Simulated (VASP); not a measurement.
# CdS in VASP: a series of runs

Aim: see how the results for CdS move with the level of theory and the settings. Levels: PBE, LDA, HF, RPBE. Tasks: single point.

All numbers are computed with VASP 6.6.1; they aren't measurements. Logs are shortened: lines on timing, memory, paths and dates and some standing lists are left out, and cuts for length are marked.

**1. The cell of the first run**

It takes space group P3m1 (No. 156, trigonal). The conventional cell has a = 4.261 Å, b = 4.261 Å, c = 5.804 Å, α = 90.00°, β = 90.00°, γ = 120.00°. Within 3.2 Å of Cd (site symmetry 3m) lie 3 S at 2.46 Å. S (site symmetry 3m) has 3 Cd at 2.46 Å within 3.2 Å.

**2. Single point, PBE, non-collinear spin, zero start, spin-orbit coupling**

File INCAR:

```
PREC = Accurate
ENCUT = 520
EDIFF = 1E-6
ISMEAR = -1
SIGMA = 0.05
LREAL = F
LASPH = T
NELM = 150
ALGO = Normal
ISIF = 2
LWAVE = F
LCHARG = T
MAGMOM = 0 0 0 0 0 0
LORBIT = 11
LSORBIT = T
GGA_COMPAT = F
LORBMOM = T
GGA = PE
LVHAR = T
NBANDS = 30
```

File KPOINTS:

```
Automatic mesh
0
Gamma
  5 5 4
```

File POSCAR:

```
CdS
1.0
    4.2611695877      0.0000000000      0.0000000000
   -2.1305847939      3.6902811128      0.0000000000
    0.0000000000      0.0000000000      5.8041729400
Cd S
1 1
Direct
    0.0000000000      0.0000000000      0.4426919200
    0.6666666667      0.3333333333      0.4343080800
```

Potentials or basis: VASP PAW PBE potentials, release 64 (Cd, S).

Run with:

```
> cat potpaw_PBE.64/Cd/POTCAR potpaw_PBE.64/S/POTCAR > POTCAR
> mpirun -np 1 vasp_ncl > vasp.out
```

OUTCAR:

```text
PREC = Accurate
   ENCUT = 520
   EDIFF = 1E-6
   ISMEAR = -1
   LREAL = F
   LASPH = T
   NELM = 150
   ISIF = 2
   LORBIT = 11
   LSORBIT = T
   GGA = PE

 ion  position               nearest neighbor table
   1  0.000  0.000  0.443-   2 2.46   2 2.46   2 2.46
   2  0.667  0.333  0.434-   1 2.46   1 2.46   1 2.46

  LATTYP: Found a hexagonal cell.
 ALAT       =     4.2611695877
 C/A-ratio  =     1.3621079426

  Lattice vectors:

 A1 = (   4.2611695877,   0.0000000000,   0.0000000000)
 A2 = (  -2.1305847939,   3.6902811128,   0.0000000000)
 A3 = (   0.0000000000,   0.0000000000,   5.8041729400)

Analysis of symmetry for initial positions (statically):
=====================================================================
 Subroutine PRICEL returns:
 Original cell was already a primitive cell.

 Routine SETGRP: Setting up the symmetry group for a
 hexagonal supercell.

 Subroutine GETGRP returns: Found  6 space group operations
 (whereof  6 operations were pure point group operations)
 out of a pool of 24 trial point group operations.

The static configuration has the point symmetry C_3v.

Analysis of symmetry for dynamics (positions and initial velocities):
=====================================================================
 Subroutine PRICEL returns:
 Original cell was already a primitive cell.

 Routine SETGRP: Setting up the symmetry group for a
 hexagonal supercell.

 Subroutine GETGRP returns: Found  6 space group operations
 (whereof  6 operations were pure point group operations)
 out of a pool of 24 trial point group operations.

The dynamic configuration has the point symmetry C_3v.

Analysis of structural, dynamic, and magnetic symmetry:
=====================================================================
 Subroutine PRICEL returns:
 Original cell was already a primitive cell.

 Routine SETGRP: Setting up the symmetry group for a
 hexagonal supercell.

 Subroutine GETGRP returns: Found  6 space group operations
 (whereof  6 operations were pure point group operations)
 out of a pool of 24 trial point group operations.

The overall configuration has the point symmetry C_3v.

 Subroutine INISYM returns: Found  6 space group operations
 (whereof  6 operations are pure point group operations),
 and found     1 'primitive' translations

----------------------------------------------------------------------------------------

                                     Primitive cell

  volume of cell :      91.2701

  direct lattice vectors                    reciprocal lattice vectors
     4.261169588  0.000000000  0.000000000     0.234677353  0.135491033  0.000000000
    -2.130584794  3.690281113  0.000000000     0.000000000  0.270982066  0.000000000
     0.000000000  0.000000000  5.804172940     0.000000000  0.000000000  0.172289835

  length of vectors
     4.261169588  4.261169588  5.804172940     0.270982066  0.270982066  0.172289835

  position of ions in fractional coordinates (direct lattice)
     0.000000000  0.000000000  0.442691920
     0.666666667  0.333333333  0.434308080

  ion indices of the primitive-cell ions
   primitive index   ion index
                 1           1
                 2           2

----------------------------------------------------------------------------------------

 KPOINTS: Automatic mesh

Automatic generation of k-mesh.
 Grid dimensions read from file:
 generate k-points for:    5    5    4

 Generating k-lattice:

  Cartesian coordinates                     Fractional coordinates (reciprocal lattice)
     0.046935471  0.027098207  0.000000000     0.200000000 -0.000000000  0.000000000
     0.000000000  0.054196413  0.000000000     0.000000000  0.200000000  0.000000000
     0.000000000  0.000000000  0.043072459     0.000000000  0.000000000  0.250000000

  Length of vectors
     0.054196413  0.054196413  0.043072459

  Shift w.r.t. Gamma in fractional coordinates (k-lattice)
     0.000000000  0.000000000  0.000000000

 Subroutine IBZKPT returns following result:
 ===========================================

 Found     28 irreducible k-points:

 Following reciprocal coordinates:
            Coordinates               Weight
  0.000000  0.000000  0.000000      1.000000
  0.200000 -0.000000  0.000000      3.000000
 -0.200000  0.000000  0.000000      3.000000
  0.400000 -0.000000  0.000000      3.000000
 -0.400000  0.000000  0.000000      3.000000
[... 37 lines left out ...]
   NELM   =    150;   NELMIN=  2; NELMDL= -5     # of ELM steps
   EDIFF  = 0.1E-05   stopping-criterion for ELM
   LREAL  =      F    real-space projection
   EDIFFG = 0.1E-04   stopping-criterion for IOM
   NSW    =      0    number of steps for IOM
   IBRION =     -1    ionic relax: 0-MD 1-quasi-New 2-CG
   NFREE  =      0    steps in history (QN), initial steepest desc. (CG)
   ISIF   =      2    stress and relaxation
   ISYM   =      2    0-nonsym 1-usesym 2-fastsym
   POTIM  = 0.5000    time-step for ionic-motion
   TEBEG  =    0.0;   TEEND  =   0.0 temperature during run
   PSTRESS=    0.0 pullay stress
   NELECT =      18.0000    total number of electrons
   NUPDOWN=      -1.0000    fix difference up-down
   EMIN   =  10.00;   EMAX   =-10.00  energy-range for DOS
   EFERMI =   0.00;   METHOD = LEGACY
   ISMEAR =    -1;   SIGMA  =   0.05  broadening in eV -4-tet -1-fermi 0-gaus
   EFERMI_NEDOS =   21; number of points for ismear=-14 and -15
   IALGO  =     38    algorithm
   IMIX   =      4    mixing-type and parameters
     AMIX     =   0.40;   BMIX     =  1.00
     AMIX_MAG =   1.60;   BMIX_MAG =  1.00
  volume/ion in A,a.u.               =      45.64       307.96
  Fermi-wavevector in a.u.,A,eV,Ry     =   0.952919  1.800756 12.354841  0.908055
  Thomas-Fermi vector in A             =   2.081527
   LORBIT       =     11    0 simple, 1 ext, 2 COOP (PROOUT), +10 PAW based schemes
   GGA     = PE    functional components
   LHFCALC =     F    Hartree Fock is set to
   AEXX    =    0.0000 exact exchange contribution
   IVDW    =     0    specifies the selected vdW correction
   LEPSILON=     F    determine dielectric tensor
   LRPA    =     F    only Hartree local field effects (RPA)
  energy-cutoff  :      520.00
  volume of cell :       91.27
 maximum number of plane-waves:      4952
   NGX = 15   NGY = 15   NGZ = 21

 number of electron      18.0000000 magnetization       0.0000000      0.0000000      0.0000000

 number of electron      18.0000002 magnetization       0.0000000     -0.0000000     -0.0000000

 number of electron      18.0000002 magnetization      -0.0000000      0.0000000      0.0000000

 Free energy of the ion-electron system (eV)
  ---------------------------------------------------
  ext. energy  EPLUGINS =         0.00000000
  ---------------------------------------------------
  free energy    TOTEN  =        -5.66965854 eV

  energy without entropy =       -5.66965849  energy(sigma->0) =       -5.66965852

 E-fermi :  -1.3224     XC(G=0):  -6.1426

 val. band max:       -2.1028652600   @ k =   0.0000   0.0000   0.5000
 cond. band min:      -0.6430332494   @ k =   0.0000   0.0000   0.0000
 fundamental gap:      1.4598320106
 Fermi energy:        -1.3223625824

 k-point     1 :       0.0000    0.0000    0.0000
  band No.  band energies     occupation
      1     -13.7209      1.00000
      2     -13.7209      1.00000
      3     -10.0719      1.00000
      4     -10.0719      1.00000
      5      -9.6002      1.00000
      6      -9.6002      1.00000
[... 781 lines left out ...]
     29       7.5201      0.00000
     30       7.5229      0.00000

 [... further k-points ...]

------------------------ aborting loop because EDIFF is reached ----------------------------------------

  FORCE on cell =-STRESS in cart. coord.  units (eV):
  Direction    XX          YY          ZZ          XY          YZ          ZX
  --------------------------------------------------------------------------------------
  -------------------------------------------------------------------------------------
  Total       -0.0641209     -0.0641209     -0.0025078      0.0000000     -0.0000000      0.0000000
  in kB       -1.1255938     -1.1255938     -0.0440230      0.0000000     -0.0000000      0.0000000
  external PRESSURE =      -0.7650702 kB  Pullay stress =       0.0000000 kB

 VOLUME and BASIS-vectors are now :
 -----------------------------------------------------------------------------
  energy-cutoff  :      520.00
  volume of cell :       91.27
      direct lattice vectors                 reciprocal lattice vectors
     4.261169588  0.000000000  0.000000000     0.234677353  0.135491033  0.000000000
    -2.130584794  3.690281113  0.000000000     0.000000000  0.270982066  0.000000000
     0.000000000  0.000000000  5.804172940     0.000000000  0.000000000  0.172289835

 POSITION                                       TOTAL-FORCE (eV/Angst)
 -----------------------------------------------------------------------------------
      0.00000      0.00000      2.56946        -0.000000      0.000000     -0.001705
      2.13058      1.23009      2.52080         0.000000     -0.000000      0.001705
 -----------------------------------------------------------------------------------
    total drift:                                0.000000     -0.000000      0.000057

  FREE ENERGIE OF THE ION-ELECTRON SYSTEM (eV)
  ---------------------------------------------------
  free  energy   TOTEN  =        -5.6696585376 eV

  energy  without entropy=       -5.6696584927  energy(sigma->0) =       -5.66965852

 orbital moment (x)

 # of ion     p       d       tot
 ----------------------------------------
  1         0.000   0.000   0.000
  2        -0.000   0.000  -0.000
 ----------------------------------------
            0.000   0.000   0.000

 orbital moment (y)

 # of ion     p       d       tot
 ----------------------------------------
  1         0.000  -0.000  -0.000
  2        -0.000   0.000  -0.000
 ----------------------------------------
            0.000  -0.000  -0.000

 orbital moment (z)

 # of ion     p       d       tot
 ----------------------------------------
  1         0.000   0.000   0.000
  2         0.000   0.000   0.000
 ----------------------------------------
            0.000   0.000   0.000

 Spin-Orbit-Coupling matrix elements

 Ion:    1  E_soc:     -0.0564293
 l=   1
     0.0000000    -0.0021749    -0.0028722
    -0.0021749     0.0000000    -0.0021749
    -0.0028722    -0.0021749     0.0000000
 l=   2
     0.0000000    -0.0013918     0.0000000    -0.0013918    -0.0057156
    -0.0013918     0.0000000    -0.0041757    -0.0013586    -0.0013918
     0.0000000    -0.0041757     0.0000000    -0.0041757     0.0000000
    -0.0013918    -0.0013586    -0.0041757     0.0000000    -0.0013918
    -0.0057156    -0.0013918     0.0000000    -0.0013918     0.0000000
 l=   3
     0.0000000     0.0000000     0.0000000     0.0000000     0.0000000     0.0000000     0.0000000
     0.0000000     0.0000000     0.0000000     0.0000000     0.0000000     0.0000000     0.0000000
     0.0000000     0.0000000     0.0000000     0.0000000     0.0000000     0.0000000     0.0000000
     0.0000000     0.0000000     0.0000000     0.0000000     0.0000000     0.0000000     0.0000000
     0.0000000     0.0000000     0.0000000     0.0000000     0.0000000     0.0000000     0.0000000
     0.0000000     0.0000000     0.0000000     0.0000000     0.0000000     0.0000000     0.0000000
     0.0000000     0.0000000     0.0000000     0.0000000     0.0000000     0.0000000     0.0000000

 Ion:    2  E_soc:     -0.0021696
 l=   1
     0.0000000    -0.0003774    -0.0003300
    -0.0003774     0.0000000    -0.0003774
    -0.0003300    -0.0003774     0.0000000
 l=   2
     0.0000000     0.0000000     0.0000000     0.0000000     0.0000000
     0.0000000     0.0000000     0.0000000     0.0000000     0.0000000
     0.0000000     0.0000000     0.0000000     0.0000000     0.0000000
     0.0000000     0.0000000     0.0000000     0.0000000     0.0000000
     0.0000000     0.0000000     0.0000000     0.0000000     0.0000000
 l=   3
     0.0000000     0.0000000     0.0000000     0.0000000     0.0000000     0.0000000     0.0000000
     0.0000000     0.0000000     0.0000000     0.0000000     0.0000000     0.0000000     0.0000000
     0.0000000     0.0000000     0.0000000     0.0000000     0.0000000     0.0000000     0.0000000
     0.0000000     0.0000000     0.0000000     0.0000000     0.0000000     0.0000000     0.0000000
     0.0000000     0.0000000     0.0000000     0.0000000     0.0000000     0.0000000     0.0000000
     0.0000000     0.0000000     0.0000000     0.0000000     0.0000000     0.0000000     0.0000000
     0.0000000     0.0000000     0.0000000     0.0000000     0.0000000     0.0000000     0.0000000

 total charge

# of ion       s       p       d       tot
------------------------------------------
    1        0.448   0.294   9.554  10.296
    2        1.315   2.394   0.000   3.709
--------------------------------------------------
tot          1.764   2.688   9.554  14.005

 magnetization (x)

# of ion       s       p       d       tot
------------------------------------------
    1        0.000   0.000  -0.000  -0.000
    2       -0.000  -0.000   0.000  -0.000
--------------------------------------------------
tot         -0.000  -0.000  -0.000  -0.000

 magnetization (y)

# of ion       s       p       d       tot
------------------------------------------
    1       -0.000   0.000   0.000  -0.000
    2        0.000   0.000   0.000   0.000
--------------------------------------------------
tot         -0.000   0.000   0.000  -0.000

 magnetization (z)

# of ion       s       p       d       tot
------------------------------------------
    1       -0.000   0.000   0.000   0.000
    2       -0.000   0.000   0.000   0.000
--------------------------------------------------
tot         -0.000   0.000   0.000   0.000
```

Wall time 3.3 min (1 thread of Intel Xeon Platinum 8259CL at 2.50GHz (Skylake/Cascade Lake), shared host); peak memory 0.45 GiB.

Results:

- Free energy: -5.6697 eV
- Pressure: -0.1 GPa
- Net moment: 0.00 μB per cell
- Valence electrons inside the program's atomic spheres: Cd 10.30; S 3.71

Stress tensor (GPa, compression positive):
```
-0.11  0.00  0.00
 0.00 -0.11  0.00
 0.00  0.00  0.00
```

Moments on the atoms (μB; x, y, z):
```
Cd  0.00 0.00 0.00
S   0.00 0.00 0.00
```

[end of part 1 of 2]
